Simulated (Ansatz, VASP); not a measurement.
# BaTiO3 in VASP and in Ansatz

POSCAR

```
BaTiO3
1.0
    3.9855000000      0.0000000000      0.0000000000
    0.0000000000      2.8369000000     -2.8451500000
    0.0000000000      2.8369000000      2.8451500000
Ba Ti O
1 1 3
Direct
    0.0000000000      0.0000000000      0.0000000000
    0.5000000000      0.4876000000      0.5124000000
    0.0000000000      0.5126000000      0.4874000000
    0.5000000000      0.0081600000      0.5052400000
    0.5000000000      0.4947600000      0.9918400000
```

The input INCAR.step1:

```
ALGO = Normal
EDIFF = 1E-5
ENCUT = 660
GGA = PE
GGA_COMPAT = False
ISMEAR = 0
LASPH = True
LCHARG = False
LDAU = True
LDAUJ = 0 0 0
LDAUL = -1 2 -1
LDAUTYPE = 2
LDAUU = 0 7 0
LMAXMIX = 4
LREAL = False
LWAVE = True
NBANDS = 28
NELM = 200
PREC = Accurate
SIGMA = 0.01
```

Contents of INCAR.step2:

```
ALGO = Normal
EDIFF = 1E-6
ENCUT = 660
GGA_COMPAT = False
ISIF = 2
ISMEAR = 0
ISTART = 1
LASPH = True
LCHARG = True
LDAU = True
LDAUJ = 0 0 0
LDAUL = -1 2 -1
LDAUPRINT = 1
LDAUTYPE = 2
LDAUU = 0 7 0
LELF = True
LMAXMIX = 4
LMIXTAU = True
LREAL = False
LVHAR = True
LWAVE = False
METAGGA = R2SCAN
NBANDS = 28
NELM = 200
PREC = Accurate
SIGMA = 0.01
```

The input KPOINTS:

```
k-points
0
Gamma
  6 6 6
```

Input for Ansatz:

```yaml
crystal:
  lattice:
    a: 3.9855
    b: 5.6738
    c: 5.6903
    alpha: 90.0
    beta: 90.0
    gamma: 90.0
  space_group: 38
  setting:
    hermann_mauguin: Amm2
  atoms:
    - { symbol: Ba, position: [0.0, 0.0, 0.0] }
    - { symbol: Ti, position: [0.5, 0.5, 0.0124] }
    - { symbol: O, position: [0.0, 0.5, 0.9874] }
    - { symbol: O, position: [0.5, 0.2567, 0.24854] }
  reduce_to_primitive: true
basis:
  ecutwfc: 600.0
kpoints:
  mp_grid:
    grid: [6, 6, 6]
hamiltonian:
  xc: r2scan
  hubbard:
    - { species: Ti, l: d, u_eff: 7.0 }
scf:
  occupations:
    method: fixed
output:
  eigenvalues: true
```

Alike in both runs: task single point; functional r2SCAN; k mesh 6 × 6 × 6; no spin polarisation; Hubbard terms Ti d U = 7.0 eV.

```csv
,VASP,Ansatz
version,VASP 6.6.1,Ansatz 0.2.0
potentials or method,"VASP PAW PBE potentials, release 64 (Ba_sv, Ti_sv, O), cutoff 660 eV","plane waves, PAW"
occupations,"gaussian, width 0.01 eV",fixed
valence electrons in the cell,40,40
```

|  | VASP | Ansatz | Ansatz less VASP |
| --- | --- | --- | --- |
| gap on the k mesh at the Fermi level (eV) | 3.21 | 3.26 | +0.053 |

VASP's potentials were made for PBE, not for r2SCAN. The programs project onto different local orbitals, so the same U acts differently, and such runs can settle in different states.

Spin-orbit coupling is off throughout.
